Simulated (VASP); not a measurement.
# YS (I4/mmm) in VASP: further runs, part 2 of 3

VASP 6.6.1. The steps go on from the part before.

### Step 3. Electric field gradients, LDA (zz strain of +1 %)

INCAR

```
SYSTEM = YS
PREC     = Accurate       ! precision mode
ENCUT    = 520            ! plane-wave cutoff, eV
EDIFF    = 1E-8           ! SCF threshold, eV
ISMEAR   = -1             ! smearing method
SIGMA    = 0.01           ! smearing width, eV
LREAL    = .False.        ! projectors in reciprocal space
LASPH    = .True.         ! aspherical terms in the spheres
NELM     = 100            ! most SCF steps
ALGO     = Normal         ! electronic algorithm
ISIF     = 2              ! what is computed and relaxed
LWAVE    = .False.        ! write WAVECAR
LCHARG   = .False.        ! write CHGCAR
LEFG     = .True.       
NBANDS   = 16             ! bands
```

KPOINTS

```
regular mesh
0
Gamma
  8 8 8
  0 0 0
```

POSCAR

```
YS
1.0
    0.0000000000      2.7436500000      2.7710865000
    2.7436500000      0.0000000000      2.7710865000
    2.7436500000      2.7436500000      0.0000000000
Y S
1 1
Direct
    0.5000000000      0.5000000000      0.5000000000
    0.0000000000      0.0000000000      0.0000000000
```

Potentials or basis: VASP PAW LDA potentials, release 64 (Y_sv, S).

Run with:

```
$ cat potpaw_LDA.64/Y_sv/POTCAR potpaw_LDA.64/S/POTCAR > POTCAR
$ mpirun -np 1 vasp_std > vasp.out
```

OUTCAR:

```text
SYSTEM = YS
   PREC = Accurate
   ENCUT = 520
   EDIFF = 1E-8
   ISMEAR = -1
   LREAL = .False.
   LASPH = .True.
   NELM = 100
   ISIF = 2

 ion  position               nearest neighbor table
   1  0.500  0.500  0.500-   2 2.74   2 2.74   2 2.74   2 2.74   2 2.77   2 2.77
   2  0.000  0.000  0.000-   1 2.74   1 2.74   1 2.74   1 2.74   1 2.77   1 2.77

  LATTYP: Found a body centered tetragonal cell.
 ALAT       =     3.8801070404
 C/A-ratio  =     1.4283556980

  Lattice vectors:

 A1 = (  -2.7436500000,   0.0000000000,   2.7710865000)
 A2 = (   2.7436500000,   0.0000000000,   2.7710865000)
 A3 = (   0.0000000000,   2.7436500000,  -2.7710865000)

Analysis of symmetry for initial positions (statically):
=====================================================================
 Subroutine PRICEL returns:
 Original cell was already a primitive cell.

 Routine SETGRP: Setting up the symmetry group for a
 body centered tetragonal supercell.

 Subroutine GETGRP returns: Found 16 space group operations
 (whereof 16 operations were pure point group operations)
 out of a pool of 16 trial point group operations.

The static configuration has the point symmetry D_4h.

Analysis of symmetry for dynamics (positions and initial velocities):
=====================================================================
 Subroutine PRICEL returns:
 Original cell was already a primitive cell.

 Routine SETGRP: Setting up the symmetry group for a
 body centered tetragonal supercell.

 Subroutine GETGRP returns: Found 16 space group operations
 (whereof 16 operations were pure point group operations)
 out of a pool of 16 trial point group operations.

[... 152 lines left out ...]
 fundamental gap:      0.0447317319
 Fermi energy:         6.5803062883

 k-point     1 :       0.0000    0.0000    0.0000
  band No.  band energies     occupation
      1     -36.5509      2.00000
      2     -16.6113      2.00000
      3     -16.6093      2.00000
      4     -16.6093      2.00000
      5      -8.3841      2.00000
      6       3.2190      2.00000
[... 433 lines left out ...]
      3     -16.6593      2.00000
      4     -16.6533      2.00000
      5      -7.4576      2.00000
      6       0.2988      2.00000
[... 8 lines left out ...]
     15      14.1726      0.00000
     16      14.4448      0.00000

 [... further k-points ...]
[... 5 lines left out ...]
  --------------------------------------------------------------------------------------
  -------------------------------------------------------------------------------------
  Total       -1.0362789     -1.0362789     -1.5570748      0.0000000     -0.0000000      0.0000000
  in kB      -39.7969447    -39.7969447    -59.7974358      0.0000000     -0.0000000      0.0000000
  external PRESSURE =     -46.4637751 kB  Pullay stress =       0.0000000 kB

 VOLUME and BASIS-vectors are now :
 -----------------------------------------------------------------------------
  energy-cutoff  :      520.00
  volume of cell :       41.72
      direct lattice vectors                 reciprocal lattice vectors
     0.000000000  2.743650000  2.771086500    -0.182238988  0.182238988  0.180434642
     2.743650000  0.000000000  2.771086500     0.182238988 -0.182238988  0.180434642
     2.743650000  2.743650000  0.000000000     0.182238988  0.182238988 -0.180434642

 POSITION                                       TOTAL-FORCE (eV/Angst)
 -----------------------------------------------------------------------------------
      2.74365      2.74365      2.77109         0.000000      0.000000      0.000000
      0.00000      0.00000      0.00000         0.000000      0.000000     -0.000000
 -----------------------------------------------------------------------------------
    total drift:                                0.000000     -0.000000      0.000000

  FREE ENERGIE OF THE ION-ELECTRON SYSTEM (eV)
  ---------------------------------------------------
  free  energy   TOTEN  =       -16.0038915581 eV

  energy  without entropy=      -16.0032580654  energy(sigma->0) =      -16.00357481

 Electric field gradients (V/A^2)
---------------------------------------------------------------------
 ion       V_xx      V_yy      V_zz      V_xy      V_xz      V_yz
---------------------------------------------------------------------
   1      -5.270    -5.270    10.540    -0.000    -0.000    -0.000
   2      -2.225    -2.225     4.449    -0.000    -0.000    -0.000
---------------------------------------------------------------------

 Electric field gradients after diagonalization (V/A^2)
 (convention: |V_zz| > |V_xx| > |V_yy|)
----------------------------------------------------------------------
 ion       V_xx      V_yy      V_zz     asymmetry (V_yy - V_xx)/ V_zz
----------------------------------------------------------------------
   1      -5.270    -5.270    10.540       0.000
   2      -2.225    -2.224     4.449       0.000
----------------------------------------------------------------------

           NMR quadrupolar parameters

 Cq : quadrupolar parameter    Cq=e*Q*V_zz/h
 eta: asymmetry parameters     (V_yy - V_xx)/ V_zz
 Q  : nuclear electric quadrupole moment in mb (millibarn)
----------------------------------------------------------------------
 ion       Cq(MHz)       eta       Q (mb)
----------------------------------------------------------------------
   1       0.025       0.000       1.000
   2       0.011       0.000       1.000
----------------------------------------------------------------------
```

OSZICAR:

```text
N       E                     dE             d eps       ncg     rms          rms(c)
DAV:   1     0.562077486342E+02    0.56208E+02   -0.77762E+03  1888   0.954E+02
DAV:   2    -0.129514174760E+02   -0.69159E+02   -0.66041E+02  2504   0.212E+02
DAV:   3    -0.167375974908E+02   -0.37862E+01   -0.37650E+01  2968   0.369E+01
DAV:   4    -0.168217197280E+02   -0.84122E-01   -0.84074E-01  2304   0.510E+00
DAV:   5    -0.168236334789E+02   -0.19138E-02   -0.19137E-02  2632   0.624E-01    0.263E+01
DAV:   6    -0.160773925092E+02    0.74624E+00   -0.10139E+00  2216   0.633E+00    0.195E+01
DAV:   7    -0.160150354269E+02    0.62357E-01   -0.36943E-01  2816   0.379E+00    0.645E+00
DAV:   8    -0.160047045851E+02    0.10331E-01   -0.75822E-02  2200   0.167E+00    0.548E-01
DAV:   9    -0.160040159135E+02    0.68867E-03   -0.56369E-03  2184   0.483E-01    0.219E-01
DAV:  10    -0.160038936623E+02    0.12225E-03   -0.37980E-04  2376   0.164E-01    0.131E-01
DAV:  11    -0.160038958226E+02   -0.21602E-05   -0.99866E-05  2408   0.680E-02    0.791E-02
DAV:  12    -0.160038917052E+02    0.41173E-05   -0.17209E-05  2320   0.301E-02    0.321E-02
DAV:  13    -0.160038915802E+02    0.12501E-06   -0.10961E-06  2408   0.802E-03    0.841E-03
DAV:  14    -0.160038915580E+02    0.22190E-07   -0.13338E-07  2408   0.266E-03    0.233E-03
DAV:  15    -0.160038915581E+02   -0.38881E-10   -0.65433E-09  1568   0.693E-04
   1 F= -.16003892E+02 E0= -.16003575E+02  d E =-.633493E-03
```

stdout:

```text
POSCAR found type information on POSCAR Y S
 POSCAR found :  2 types and       2 ions
 scaLAPACK will be used
 LDA part: xc-table for (Slater(with rela. corr.)+CA(PZ))
 , standard interpolation
 POSCAR, INCAR and KPOINTS ok, starting setup
 FFT: planning ... GRIDC
 FFT: planning ... GRID_SOFT
 FFT: planning ... GRID
 WAVECAR not read
 entering main loop
ion   1

ion   2
```

Run time: 79 s. Hardware: 1 thread of Intel Xeon Platinum 8259CL at 2.50GHz (Skylake/Cascade Lake), shared host; peak memory 0.19 GiB.

Results:

```
Free energy                             : -16.0039 eV
Pressure                                : -4.6 GPa
Band gap on the k mesh                  : zero (an odd number of electrons rules out a gap without spin polarisation)
Largest electric field gradient by atom : Y +10.5; S +4.4 V/Å²
```

Levels at points of the mesh, in eV from the Fermi level:
```tsv
k point	band 7	band 8	band 9	band 10	band 11	band 12
(0.00, 0.00, 0.00)	-3.33	-3.33	-0.25	-0.16	-0.16	0.59
(0.50, 0.00, 0.00)	-5.19	-5.19	2.06	2.65	2.71	2.75
(0.50, 0.50, 0.00)	-4.02	-4.02	-2.31	1.85	3.11	3.75
(0.50, 0.00, 0.50)	-4.06	-4.05	-2.32	1.88	3.09	3.70
```

Electric field gradients, principal values (V/Å²):
```tsv
atom	least	middle	greatest (by size)
1 Y	-5.270	-5.270	10.540
2 S	-2.224	-2.225	4.449
```

Caveat: the cell differs from its parent crystal (zz strain of +1 %); the cell stands under tension; without QUAD_EFG the Cq values of the log hold for a quadrupole moment of 1 mb, not for the nuclei.

### Step 4. Electric field gradients, LDA (zz strain of +2 %)

INCAR

```
PREC = Accurate
ENCUT = 520
EDIFF = 1E-8
ISMEAR = -1
SIGMA = 0.01
LREAL = F
LASPH = T
NELM = 80
ALGO = Normal
ISIF = 2
LWAVE = F
LCHARG = F
GGA = CA
LEFG = T
NBANDS = 16
```

KPOINTS

```
Automatic mesh
0
Gamma
  8 8 8
```

POSCAR

```
YS
1.0
    0.0000000000      2.7436500000      2.7985230000
    2.7436500000      0.0000000000      2.7985230000
    2.7436500000      2.7436500000      0.0000000000
Y S
1 1
Direct
    0.5000000000      0.5000000000      0.5000000000
    0.0000000000      0.0000000000      0.0000000000
```

Potentials or basis: VASP PAW LDA potentials, release 64 (Y_sv, S).

Run with:

```
$ cat potpaw_LDA.64/Y_sv/POTCAR potpaw_LDA.64/S/POTCAR > POTCAR
$ mpirun -np 1 vasp_std > vasp.out
```

OUTCAR:

```text
PREC = Accurate
   ENCUT = 520
   EDIFF = 1E-8
   ISMEAR = -1
   LREAL = F
   LASPH = T
   NELM = 80
   ISIF = 2
   GGA = CA

 ion  position               nearest neighbor table
   1  0.500  0.500  0.500-   2 2.74   2 2.74   2 2.74   2 2.74   2 2.80   2 2.80
   2  0.000  0.000  0.000-   1 2.74   1 2.74   1 2.74   1 2.74   1 2.80   1 2.80

  LATTYP: Found a body centered tetragonal cell.
 ALAT       =     3.8801070404
 C/A-ratio  =     1.4424978336

  Lattice vectors:

 A1 = (  -2.7436500000,   0.0000000000,   2.7985230000)
 A2 = (   2.7436500000,   0.0000000000,   2.7985230000)
 A3 = (   0.0000000000,   2.7436500000,  -2.7985230000)

Analysis of symmetry for initial positions (statically):
=====================================================================
 Subroutine PRICEL returns:
 Original cell was already a primitive cell.

 Routine SETGRP: Setting up the symmetry group for a
 body centered tetragonal supercell.

 Subroutine GETGRP returns: Found 16 space group operations
 (whereof 16 operations were pure point group operations)
 out of a pool of 16 trial point group operations.

The static configuration has the point symmetry D_4h.

Analysis of symmetry for dynamics (positions and initial velocities):
=====================================================================
 Subroutine PRICEL returns:
 Original cell was already a primitive cell.

 Routine SETGRP: Setting up the symmetry group for a
 body centered tetragonal supercell.

 Subroutine GETGRP returns: Found 16 space group operations
[... 153 lines left out ...]
 val. band max:        6.4478233831   @ k =   0.1250   0.0000   0.0000
 cond. band min:       6.5137990259   @ k =   0.3750   0.0000   0.1250
 fundamental gap:      0.0659756428
 Fermi energy:         6.5075837652

 k-point     1 :       0.0000    0.0000    0.0000
  band No.  band energies     occupation
      1     -36.6578      2.00000
      2     -16.7199      2.00000
      3     -16.7148      2.00000
      4     -16.7148      2.00000
      5      -8.4284      2.00000
      6       3.1247      2.00000
[... 433 lines left out ...]
      3     -16.7666      2.00000
      4     -16.7562      2.00000
      5      -7.5180      2.00000
      6       0.2430      2.00000
[... 8 lines left out ...]
     15      14.0700      0.00000
     16      14.2914      0.00000

 [... further k-points ...]
[... 5 lines left out ...]
  --------------------------------------------------------------------------------------
  -------------------------------------------------------------------------------------
  Total       -1.1012411     -1.1012411     -2.0896164      0.0000000      0.0000000      0.0000000
  in kB      -41.8771094    -41.8771094    -79.4622512      0.0000000      0.0000000      0.0000000
  external PRESSURE =     -54.4054900 kB  Pullay stress =       0.0000000 kB

 VOLUME and BASIS-vectors are now :
 -----------------------------------------------------------------------------
  energy-cutoff  :      520.00
  volume of cell :       42.13
      direct lattice vectors                 reciprocal lattice vectors
     0.000000000  2.743650000  2.798523000    -0.182238988  0.182238988  0.178665675
     2.743650000  0.000000000  2.798523000     0.182238988 -0.182238988  0.178665675
     2.743650000  2.743650000  0.000000000     0.182238988  0.182238988 -0.178665675

 POSITION                                       TOTAL-FORCE (eV/Angst)
 -----------------------------------------------------------------------------------
      2.74365      2.74365      2.79852         0.000000      0.000000      0.000000
      0.00000      0.00000      0.00000         0.000000      0.000000     -0.000000
 -----------------------------------------------------------------------------------
    total drift:                                0.000000     -0.000000      0.000000

  FREE ENERGIE OF THE ION-ELECTRON SYSTEM (eV)
  ---------------------------------------------------
  free  energy   TOTEN  =       -15.9859921565 eV

  energy  without entropy=      -15.9853816287  energy(sigma->0) =      -15.98568689

 Electric field gradients (V/A^2)
---------------------------------------------------------------------
 ion       V_xx      V_yy      V_zz      V_xy      V_xz      V_yz
---------------------------------------------------------------------
   1     -10.245   -10.245    20.491    -0.000    -0.000    -0.000
   2      -4.308    -4.308     8.617    -0.000    -0.000    -0.000
---------------------------------------------------------------------

 Electric field gradients after diagonalization (V/A^2)
 (convention: |V_zz| > |V_xx| > |V_yy|)
----------------------------------------------------------------------
 ion       V_xx      V_yy      V_zz     asymmetry (V_yy - V_xx)/ V_zz
----------------------------------------------------------------------
   1     -10.246   -10.245    20.491       0.000
   2      -4.309    -4.308     8.617       0.000
----------------------------------------------------------------------

           NMR quadrupolar parameters

 Cq : quadrupolar parameter    Cq=e*Q*V_zz/h
 eta: asymmetry parameters     (V_yy - V_xx)/ V_zz
 Q  : nuclear electric quadrupole moment in mb (millibarn)
----------------------------------------------------------------------
 ion       Cq(MHz)       eta       Q (mb)
----------------------------------------------------------------------
   1       0.050       0.000       1.000
   2       0.021       0.000       1.000
----------------------------------------------------------------------
```

stdout:

```text
POSCAR found type information on POSCAR Y S
 POSCAR found :  2 types and       2 ions
 scaLAPACK will be used
 LDA part: xc-table for (Slater(with rela. corr.)+CA(PZ))
 , standard interpolation
 POSCAR, INCAR and KPOINTS ok, starting setup
 FFT: planning ... GRIDC
 FFT: planning ... GRID_SOFT
 FFT: planning ... GRID
 WAVECAR not read
 entering main loop
ion   1

ion   2
```

Run time: 67 s. Hardware: 1 thread of Intel Xeon Platinum 8259CL at 2.50GHz (Skylake/Cascade Lake), shared host; peak memory 0.19 GiB.

Results:

```yaml
Free_energy: -15.9860 eV
Pressure: -5.4 GPa
Band_gap_on_the_k_mesh: zero (an odd number of electrons rules out a gap without spin polarisation)
Largest_electric_field_gradient_by_atom: Y +20.5; S +8.6 V/Å²
```

Stress tensor (GPa, compression positive):
```
-4.19  0.00  0.00
 0.00 -4.19  0.00
 0.00  0.00 -7.95
```

Electric field gradients, principal values (V/Å²):
```
atom    least   middle  greatest (by size)
 1 Y  -10.245  -10.246              20.491
 2 S   -4.308   -4.309               8.617
```

Caveat: the cell differs from its parent crystal (zz strain of +2 %); the cell stands under tension; without QUAD_EFG the Cq values of the log hold for a quadrupole moment of 1 mb, not for the nuclei.

[end of part 2 of 3]

The gap in the log of VASP goes by the Fermi energy; the results here count the filled bands.